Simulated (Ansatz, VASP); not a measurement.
# C: VASP beside Ansatz

File INCAR:

```
SYSTEM = C
PREC = Accurate
ENCUT = 1300
EDIFF = 1E-6
ISMEAR = 0
SIGMA = 0.05
LREAL = .False.
LASPH = .True.
NELM = 120
ALGO = Normal
ISIF = 2
LWAVE = .False.
LCHARG = .True.
LELF = .True.
LVHAR = .True.
NBANDS = 11
GGA_COMPAT = .False.
```

KPOINTS

```
regular mesh
0
Gamma
  12 12 12
  0 0 0
```

Contents of POSCAR:

```
C
1.0
    0.0000000000      1.9644192436      1.7657701066
    1.5671209696      0.0000000000      1.7657701066
    1.5671209696      1.9644192436      0.0000000000
C
2
Direct
    0.5000000000      0.5000000000      0.5000000000
    0.7500000000      0.7500000000      0.7500000000
```

Input for Ansatz:

```yaml
crystal:
  lattice:
    - [0.0, 1.9644192436, 1.7657701066]
    - [1.5671209696, 0.0, 1.7657701066]
    - [1.5671209696, 1.9644192436, 0.0]
  atoms:
    - { symbol: C, position: [0.5, 0.5, 0.5] }
    - { symbol: C, position: [0.75, 0.75, 0.75] }
basis:
  ecutwfc: 520.0
kpoints:
  mp_grid: { grid: [12, 12, 12] }
hamiltonian:
  xc: lda
  pseudopotentials: { kind: paw, azcp: { folder: soft_1 } }
scf:
  occupations: { method: gaussian, width: 0.05 }
output:
  forces: true
  stress: true
  eigenvalues: true
  write_density: true
  write_potential: true
  elf: true
  volumetric_format: npy
```

Change from the starting cell: strain +e along x and -e along y -0.1125, strain +e along z and -e/2 along x and y +0.0000.

Alike in both runs: task single point; functional LDA; k mesh 12 × 12 × 12; occupations gaussian, width 0.05 eV; no spin polarisation.

|  | VASP | Ansatz |
| --- | --- | --- |
| version | VASP 6.6.1 | Ansatz 0.2.0 |
| potentials or method | VASP PAW LDA potentials, release 64 (C_h), cutoff 1300 eV | scalar-relativistic, plane waves, PAW |
| valence electrons in the cell | 8 | 8 |

```csv
,VASP,Ansatz,Ansatz less VASP
gap on the k mesh at the Fermi level (eV),none,none,-
pressure (GPa),7.7,6.7,-1.02
"traceless stress, the component that is largest in VASP (GPa)",-117.08,-117.15,-0.074
```

Ansatz warns that its potentials were made for another functional, while VASP's fit it. LDA's correlation is that of Perdew and Zunger in VASP and of Perdew and Wang (1992) in Ansatz. A gap of «none» marks a metal or a gap that the smearing closes.
